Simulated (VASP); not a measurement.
# Pt (P6_3/mmc) in VASP: further runs

Pt is run at these levels: LDA; tasks: single point.

Program: VASP 6.6.1. These are calculated values, not measurements. Logs are shortened: lines on timing, memory, paths and dates and some standing lists are left out, and cuts for length are marked.

## Step 1: The cell of the first run

It takes space group P6_3/mmc (No. 194, hexagonal). Conventional cell: a = 2.708 Å, b = 2.708 Å, c = 4.677 Å, α = 90.00°, β = 90.00°, γ = 120.00°. Within 3.6 Å of Pt (site symmetry -6m2) lie 12 Pt at 2.71 to 2.81 Å.

This isn't the form of Pt at room conditions, which is fcc.

## Step 2: Single point, LDA, collinear spin (14.85 Å³/atom)

Input file INCAR:

```
PREC = Accurate ; ENCUT = 570
EDIFF = 1E-6 ; ISMEAR = 0
SIGMA = 0.15 ; LREAL = False
LASPH = True ; NELM = 200
ALGO = Normal ; ISIF = 2
LWAVE = False ; LCHARG = False
ISPIN = 2 ; MAGMOM = 0.35 0.35
LORBIT = 11 ; NUPDOWN = 0.7
LMAXMIX = 4 ; GGA = CA
NBANDS = 29 ; GGA_COMPAT = False
```

Input file KPOINTS:

```
Automatic mesh
0
Gamma
  21 21 10
```

Input file POSCAR:

```
Pt
1.0
    2.7082945876      0.0000000000      0.0000000000
   -1.3541472938      2.3454519138      0.0000000000
    0.0000000000      0.0000000000      4.6765103647
Pt
2
Direct
    0.6666666667      0.3333333333      0.7500000000
    0.3333333333      0.6666666667      0.2500000000
```

Potentials or basis: VASP PAW LDA potentials, release 64 (Pt_sv_GW).

Run with:

```console
> cat potpaw_LDA.64/Pt_sv_GW/POTCAR > POTCAR
> mpirun -np 1 vasp_std > vasp.out
```

OUTCAR:

```text
PREC = Accurate
   ENCUT = 570
   EDIFF = 1E-6
   ISMEAR = 0
   LREAL = False
   LASPH = True
   NELM = 200
   ISIF = 2
   ISPIN = 2
   LORBIT = 11
   NUPDOWN = 0.7
   GGA = CA

 ion  position               nearest neighbor table
   1  0.667  0.333  0.750-   2 2.81   2 2.81   2 2.81   2 2.81   2 2.81   2 2.81
   2  0.333  0.667  0.250-   1 2.81   1 2.81   1 2.81   1 2.81   1 2.81   1 2.81

  LATTYP: Found a hexagonal cell.
 ALAT       =     2.7082945876
 C/A-ratio  =     1.7267362222

  Lattice vectors:

 A1 = (   2.7082945876,   0.0000000000,   0.0000000000)
 A2 = (  -1.3541472938,   2.3454519138,   0.0000000000)
 A3 = (   0.0000000000,   0.0000000000,   4.6765103647)

Analysis of symmetry for initial positions (statically):
=====================================================================
 Subroutine PRICEL returns:
 Original cell was already a primitive cell.

 Routine SETGRP: Setting up the symmetry group for a
 hexagonal supercell.

 Subroutine GETGRP returns: Found 24 space group operations
 (whereof 12 operations were pure point group operations)
 out of a pool of 24 trial point group operations.

The static configuration has the point symmetry D_3d.
 The point group associated with its full space group is D_6h.

Analysis of symmetry for dynamics (positions and initial velocities):
=====================================================================
 Subroutine PRICEL returns:
 Original cell was already a primitive cell.

 Routine SETGRP: Setting up the symmetry group for a
 hexagonal supercell.

 Subroutine GETGRP returns: Found 24 space group operations
 (whereof 12 operations were pure point group operations)
 out of a pool of 24 trial point group operations.

The dynamic configuration has the point symmetry D_3d.
 The point group associated with its full space group is D_6h.

Analysis of structural, dynamic, and magnetic symmetry:
=====================================================================
 Subroutine PRICEL returns:
 Original cell was already a primitive cell.

 Routine SETGRP: Setting up the symmetry group for a
 hexagonal supercell.

 Subroutine GETGRP returns: Found 24 space group operations
 (whereof 12 operations were pure point group operations)
 out of a pool of 24 trial point group operations.

The overall configuration has the point symmetry D_3d.
 The point group associated with its full space group is D_6h.

 Subroutine INISYM returns: Found 24 space group operations
 (whereof 12 operations are pure point group operations),
 and found     1 'primitive' translations

----------------------------------------------------------------------------------------

                                     Primitive cell

  volume of cell :      29.7060

  direct lattice vectors                    reciprocal lattice vectors
     2.708294588  0.000000000  0.000000000     0.369236052  0.213178534  0.000000000
    -1.354147294  2.345451914  0.000000000     0.000000000  0.426357068  0.000000000
     0.000000000  0.000000000  4.676510365     0.000000000  0.000000000  0.213834659

  length of vectors
     2.708294588  2.708294588  4.676510365     0.426357068  0.426357068  0.213834659

  position of ions in fractional coordinates (direct lattice)
     0.666666667  0.333333333  0.750000000
     0.333333333  0.666666667  0.250000000

  ion indices of the primitive-cell ions
   primitive index   ion index
                 1           1
                 2           2

----------------------------------------------------------------------------------------

 KPOINTS: Automatic mesh

Automatic generation of k-mesh.
 Grid dimensions read from file:
 generate k-points for:   21   21   10

 Generating k-lattice:

  Cartesian coordinates                     Fractional coordinates (reciprocal lattice)
     0.017582669  0.010151359  0.000000000     0.047619048 -0.000000000  0.000000000
     0.000000000  0.020302718  0.000000000     0.000000000  0.047619048  0.000000000
     0.000000000  0.000000000  0.021383466     0.000000000  0.000000000  0.100000000

  Length of vectors
     0.020302718  0.020302718  0.021383466

  Shift w.r.t. Gamma in fractional coordinates (k-lattice)
     0.000000000  0.000000000  0.000000000

 Subroutine IBZKPT returns following result:
 ===========================================

 Found    288 irreducible k-points:

 Following reciprocal coordinates:
            Coordinates               Weight
  0.000000  0.000000  0.000000      1.000000
  0.047619  0.000000  0.000000      6.000000
  0.095238  0.000000  0.000000      6.000000
  0.142857  0.000000  0.000000      6.000000
  0.190476  0.000000  0.000000      6.000000
  0.238095  0.000000  0.000000      6.000000
[... 16 lines left out ...]
  0.142857  0.095238  0.000000     12.000000
  0.190476  0.095238  0.000000     12.000000
 [... further k-points ...]
   k-points           NKPTS =    288   k-points in BZ     NKDIM =    288   number of bands    NBANDS=     29
   number of dos      NEDOS =    301   number of ions     NIONS =      2
   total plane-waves  NPLWV =  20736
   dimension x,y,z NGX =    24 NGY =   24 NGZ =   36
   dimension x,y,z NGXF=    48 NGYF=   48 NGZF=   72
   ions per type =               2
   NGX,Y,Z   is equivalent  to a cutoff of  14.73, 14.73, 12.80 a.u.
   NGXF,Y,Z  is equivalent  to a cutoff of  29.46, 29.46, 25.60 a.u.
 SYSTEM =  unknown system
   PREC   = accura    normal or accurate (medium, high low for compatibility)
   ISTART =      0    job   : 0-new  1-cont  2-samecut
   ICHARG =      2    charge: 1-file 2-atom 10-const
   ISPIN  =      2    spin polarized calculation?
   LNONCOLLINEAR =      F non collinear calculations
   LSORBIT =      F    spin-orbit coupling
   LASPH  =      T    aspherical Exc in radial PAW
   ENCUT  =  570.0 eV  41.89 Ry    6.47 a.u.   5.27  5.27  9.10*2*pi/ulx,y,z
   NELM   =    200;   NELMIN=  2; NELMDL= -5     # of ELM steps
   EDIFF  = 0.1E-05   stopping-criterion for ELM
   LREAL  =      F    real-space projection
   EDIFFG = 0.1E-04   stopping-criterion for IOM
   NSW    =      0    number of steps for IOM
   IBRION =     -1    ionic relax: 0-MD 1-quasi-New 2-CG
   NFREE  =      0    steps in history (QN), initial steepest desc. (CG)
   ISIF   =      2    stress and relaxation
   ISYM   =      2    0-nonsym 1-usesym 2-fastsym
   POTIM  = 0.5000    time-step for ionic-motion
   TEBEG  =    0.0;   TEEND  =   0.0 temperature during run
   PSTRESS=    0.0 pullay stress
   NELECT =      36.0000    total number of electrons
   NUPDOWN=       0.7000    fix difference up-down
   EMIN   =  10.00;   EMAX   =-10.00  energy-range for DOS
   EFERMI =   0.00;   METHOD = LEGACY
   ISMEAR =     0;   SIGMA  =   0.15  broadening in eV -4-tet -1-fermi 0-gaus
   EFERMI_NEDOS =   21; number of points for ismear=-14 and -15
   IALGO  =     38    algorithm
   IMIX   =      4    mixing-type and parameters
     AMIX     =   0.40;   BMIX     =  1.00
     AMIX_MAG =   1.60;   BMIX_MAG =  1.00
  volume/ion in A,a.u.               =      14.85       100.23
  Fermi-wavevector in a.u.,A,eV,Ry     =   1.745397  3.298322 41.448933  3.046411
  Thomas-Fermi vector in A             =   2.817092
   LORBIT       =     11    0 simple, 1 ext, 2 COOP (PROOUT), +10 PAW based schemes
   GGA     = CA    functional components
   LHFCALC =     F    Hartree Fock is set to
   AEXX    =    0.0000 exact exchange contribution
   IVDW    =     0    specifies the selected vdW correction
   LEPSILON=     F    determine dielectric tensor
   LRPA    =     F    only Hartree local field effects (RPA)
 spin polarized calculation
 Gauss-broadening in eV      SIGMA  =   0.15
  energy-cutoff  :      570.00
  volume of cell :       29.71
 maximum number of plane-waves:       934
 NGX is ok and might be reduce to    24
   NGX = 11   NGY = 11   NGZ = 19

 number of electron      36.0000002 magnetization       0.7000000

 Free energy of the ion-electron system (eV)
  ---------------------------------------------------
  ext. energy  EPLUGINS =         0.00000000
  ---------------------------------------------------
  free energy    TOTEN  =       -14.50685162 eV

  energy without entropy =      -14.47100766  energy(sigma->0) =      -14.48892964

 E-fermi :  10.6485     XC(G=0): -14.4673

 val. band max:       10.8459363236   @ k =   0.4286  -0.0000   0.5000
 cond. band min:      10.6491246901   @ k =   0.2857   0.0000   0.2000
 fundamental gap:     -0.1968116335
 Fermi energy:        10.8467777332

 spin component 1

 k-point     1 :       0.0000    0.0000    0.0000
  band No.  band energies     occupation
      1     -87.6568      1.00000
      2     -87.6294      1.00000
      3     -42.2253      1.00000
      4     -41.9111      1.00000
      5     -41.9111      1.00000
      6     -41.8590      1.00000
[... 21 lines left out ...]
     28      33.2620      0.00000
     29      34.7970      0.00000
[... 705 lines left out ...]
 k-point    24 :       0.1905    0.0952    0.0000
  band No.  band energies     occupation
      1     -87.6381      1.00000
      2     -87.6171      1.00000
      3     -42.1395      1.00000
      4     -42.1349      1.00000
      5     -42.1019      1.00000
      6     -41.9805      1.00000
[... 21 lines left out ...]
     28      32.2949      0.00000
     29      33.2234      0.00000

 [... further k-points ...]

 spin component 2

 k-point     1 :       0.0000    0.0000    0.0000
  band No.  band energies     occupation
      1     -87.4793      1.00000
      2     -87.4518      1.00000
      3     -42.0162      1.00000
      4     -41.7032      1.00000
      5     -41.7032      1.00000
      6     -41.6510      1.00000
[... 21 lines left out ...]
     28      33.3392      0.00000
     29      34.8505      0.00000
[... 705 lines left out ...]
 k-point    24 :       0.1905    0.0952    0.0000
  band No.  band energies     occupation
      1     -87.4605      1.00000
      2     -87.4395      1.00000
      3     -41.9300      1.00000
      4     -41.9279      1.00000
      5     -41.8948      1.00000
      6     -41.7728      1.00000
[... 21 lines left out ...]
     28      32.3849      0.00000
     29      33.3259      0.00000

 [... further k-points ...]

------------------------ aborting loop because EDIFF is reached ----------------------------------------

  FORCE on cell =-STRESS in cart. coord.  units (eV):
  Direction    XX          YY          ZZ          XY          YZ          ZX
  --------------------------------------------------------------------------------------
  -------------------------------------------------------------------------------------
  Total        0.2785327      0.2785327     -0.3359681      0.0000000     -0.0000000      0.0000000
  in kB       15.0225060     15.0225060    -18.1202566      0.0000000     -0.0000000      0.0000000
  external PRESSURE =       3.9749185 kB  Pullay stress =       0.0000000 kB

 VOLUME and BASIS-vectors are now :
 -----------------------------------------------------------------------------
  energy-cutoff  :      570.00
  volume of cell :       29.71
      direct lattice vectors                 reciprocal lattice vectors
     2.708294588  0.000000000  0.000000000     0.369236052  0.213178534  0.000000000
    -1.354147294  2.345451914  0.000000000     0.000000000  0.426357068  0.000000000
     0.000000000  0.000000000  4.676510365     0.000000000  0.000000000  0.213834659

 POSITION                                       TOTAL-FORCE (eV/Angst)
 -----------------------------------------------------------------------------------
      1.35415      0.78182      3.50738        -0.000000      0.000000      0.000000
     -0.00000      1.56363      1.16913         0.000000     -0.000000      0.000000
 -----------------------------------------------------------------------------------
    total drift:                               -0.000000      0.000000     -0.000000

  FREE ENERGIE OF THE ION-ELECTRON SYSTEM (eV)
  ---------------------------------------------------
  free  energy   TOTEN  =       -14.5068516238 eV

  energy  without entropy=      -14.4710076643  energy(sigma->0) =      -14.48892964

 total charge

# of ion       s       p       d       f       tot
--------------------------------------------------
    1        4.218   6.093   7.855   0.024  18.191
    2        4.218   6.093   7.855   0.024  18.191
--------------------------------------------------
tot          8.437  12.185  15.711   0.049  36.382

 magnetization (x)

# of ion       s       p       d       f       tot
--------------------------------------------------
    1        0.019   0.001   0.353   0.001   0.373
    2        0.019   0.001   0.353   0.001   0.373
--------------------------------------------------
tot          0.038   0.002   0.705   0.001   0.746
```

It took 2.9 min on 1 thread of Intel Xeon 6975P-C (Granite Rapids), shared host; peak memory 0.45 GiB.

Results:

```
Free energy  : -14.5069 eV
Pressure     : 0.4 GPa
Net moment   : 0.70 μB per cell
Site moments : Pt +0.37 μB
```

Stress tensor (GPa, compression positive):
```
 1.50  0.00  0.00
 0.00  1.50  0.00
 0.00  0.00 -1.81
```

Caveat: spin-orbit coupling is left out, which moves the levels of the heavy elements; the total moment is fixed, so each spin has its own Fermi level and the state may be an excited one.

## Step 3: Single point, LDA, collinear spin (12.85 Å³/atom)

This run uses another cell than the first one, of 12.85 Å³/atom.

Input file INCAR:

```
PREC = Accurate
ENCUT = 570
EDIFF = 1E-6
ISMEAR = 0
SIGMA = 0.15
LREAL = F
LASPH = T
NELM = 200
ALGO = Normal
ISIF = 2
LWAVE = F
LCHARG = F
ISPIN = 2
MAGMOM = 0.1 0.1
LORBIT = 11
NUPDOWN = 0.2
LMAXMIX = 4
GGA = CA
NBANDS = 29
GGA_COMPAT = F
```

KPOINTS is that of step 2.

Input file POSCAR:

```
Pt
1.0
    2.5804946569      0.0000000000      0.0000000000
   -1.2902473284      2.2347739272      0.0000000000
    0.0000000000      0.0000000000      4.4558335951
Pt
2
Direct
    0.6666666667      0.3333333333      0.7500000000
    0.3333333333      0.6666666667      0.2500000000
```

Potentials or basis: VASP PAW LDA potentials, release 64 (Pt_sv_GW).

Run with:

```console
> cat potpaw_LDA.64/Pt_sv_GW/POTCAR > POTCAR
> mpirun -np 1 vasp_std > vasp.out
```

It took 2.6 min on 1 thread of Intel Xeon 6975P-C (Granite Rapids), shared host; peak memory 0.42 GiB.

Results (log left out):

```
Free energy  : -13.8063 eV
Pressure     : 64.1 GPa
Net moment   : 0.20 μB per cell
Site moments : Pt +0.11 μB
```

Stress tensor (GPa, compression positive):
```
67.17  0.00  0.00
 0.00 67.17  0.00
 0.00  0.00 58.04
```

Caveat: the stress differs along the axes, from 58 to 67 GPa; spin-orbit coupling is left out, which moves the levels of the heavy elements; the total moment is fixed, so each spin has its own Fermi level and the state may be an excited one.

## Step 4: Single point, LDA, collinear spin (12.85 Å³/atom)

This run uses another cell than the first one, of 12.85 Å³/atom.

Input file INCAR:

```
SYSTEM = Pt
  PREC = Accurate
  ENCUT = 570
  EDIFF = 1E-6
  ISMEAR = 0
  SIGMA = 0.15
  LREAL = .False.
  LASPH = .True.
  NELM = 200
  ALGO = Normal
  ISIF = 2
  LWAVE = .False.
  LCHARG = .False.
  ISPIN = 2
  MAGMOM = 0.15 0.15
  LORBIT = 11
  NUPDOWN = 0.3
  LMAXMIX = 4
  NBANDS = 29
  GGA_COMPAT = .False.
```

Input file KPOINTS:

```
regular mesh
0
Gamma
  21 21 10
  0 0 0
```

POSCAR is that of step 3.

Run with:

```console
> cat potpaw_LDA.64/Pt_sv_GW/POTCAR > POTCAR
> mpirun -np 1 vasp_std > vasp.out
```

Run time: 2.7 min. Hardware: 1 thread of Intel Xeon 6975P-C (Granite Rapids), shared host; peak memory 0.41 GiB.

Results (log left out):

```yaml
Free_energy: -13.8014 eV
Pressure: 64.2 GPa
Net_moment: 0.30 μB per cell
Site_moments: Pt +0.16 μB
```

Stress tensor (GPa, compression positive):
```
67.39  0.00  0.00
 0.00 67.39  0.00
 0.00  0.00 57.92
```

Caveat: the stress differs along the axes, from 58 to 67 GPa; spin-orbit coupling is left out, which moves the levels of the heavy elements; the total moment is fixed, so each spin has its own Fermi level and the state may be an excited one.

## Step 5: Single point, LDA (13.52 Å³/atom)

This run uses another cell than the first one, of 13.52 Å³/atom.

Input file INCAR:

```
SYSTEM = Pt
ALGO = Normal ; EDIFF = 1E-6
ENCUT = 570 ; GGA_COMPAT = .FALSE.
ISIF = 2 ; ISMEAR = 0
LASPH = .TRUE. ; LCHARG = .TRUE.
LELF = .TRUE. ; LREAL = .FALSE.
LVHAR = .TRUE. ; LWAVE = .FALSE.
NBANDS = 25 ; NELM = 120
PREC = Accurate ; SIGMA = 0.15
```

Input file KPOINTS:

```
k-points
0
G
  21 21 10
  0 0 0
```

Input file POSCAR:

```
Pt
1.0
    2.6244633715      0.0000000000      0.0000000000
   -1.3122316858      2.2728519510      0.0000000000
    0.0000000000      0.0000000000      4.5317559673
Pt
2
Direct
    0.6666666667      0.3333333333      0.7500000000
    0.3333333333      0.6666666667      0.2500000000
```

Run with:

```console
> cat potpaw_LDA.64/Pt_sv_GW/POTCAR > POTCAR
> mpirun -np 1 vasp_std > vasp.out
```

Run time: 1.8 min. Hardware: 1 thread of Intel Xeon Platinum 8375C at 2.90GHz (Ice Lake), shared host; peak memory 0.27 GiB.

It converged, with:

```yaml
Free_energy: -14.2385 eV
Pressure: 36.4 GPa
Band_gap_on_the_k_mesh: zero (bands 18 and 19 overlap by 1.65 eV)
```

Stress tensor (GPa, compression positive):
```
38.32  0.00  0.00
 0.00 38.32  0.00
 0.00  0.00 32.67
```

Levels at points of the mesh, in eV from the Fermi level:
| k point | band 15 | band 16 | band 17 | band 18 | band 19 | band 20 | band 21 | band 22 |
| --- | --- | --- | --- | --- | --- | --- | --- | --- |
| (0.00, 0.00, 0.00) | -3.90 | -2.37 | -2.37 | -1.34 | -0.28 | -0.28 | 5.88 | 14.77 |
| (0.00, 0.00, 0.50) | -4.39 | -4.39 | -1.02 | -1.02 | -1.02 | -1.02 | 13.06 | 13.06 |

Caveat: the stress differs along the axes, from 33 to 38 GPa; spin-orbit coupling is left out, which moves the levels of the heavy elements.

## Step 6: Summary

| spin | fixed moment (μB) | cell | pressure (GPa) | moment (μB) |
| --- | --- | --- | --- | --- |
| collinear | 0.7 | a = 2.708, b = 2.708, c = 4.677 Å, angles 90.0, 90.0, 120.0°, 2 atoms | 0.4 | 0.70 |
| collinear | 0.2 | a = 2.580, b = 2.580, c = 4.456 Å, angles 90.0, 90.0, 120.0°, 2 atoms | 64.1 | 0.20 |
| collinear | 0.3 | a = 2.580, b = 2.580, c = 4.456 Å, angles 90.0, 90.0, 120.0°, 2 atoms | 64.2 | 0.30 |
| off | - | a = 2.624, b = 2.624, c = 4.532 Å, angles 90.0, 90.0, 120.0°, 2 atoms | 36.4 | - |

Alike in all rows: task single point; level LDA; potentials or basis VASP PAW LDA potentials, release 64 (Pt_sv_GW); k mesh 21 × 21 × 10; cutoff (eV) 570; smearing gaussian 0.15 eV.

Caveats: spin-orbit coupling is left out, which moves the levels of the heavy elements; the total moment is fixed, so each spin has its own Fermi level and the state may be an excited one (at least some runs); the stress differs along the axes, from 58 to 67 GPa (at least some runs); the stress differs along the axes, from 33 to 38 GPa (at least some runs).

Total energies depend on the potentials used, so only differences within one code and one set of settings carry meaning.
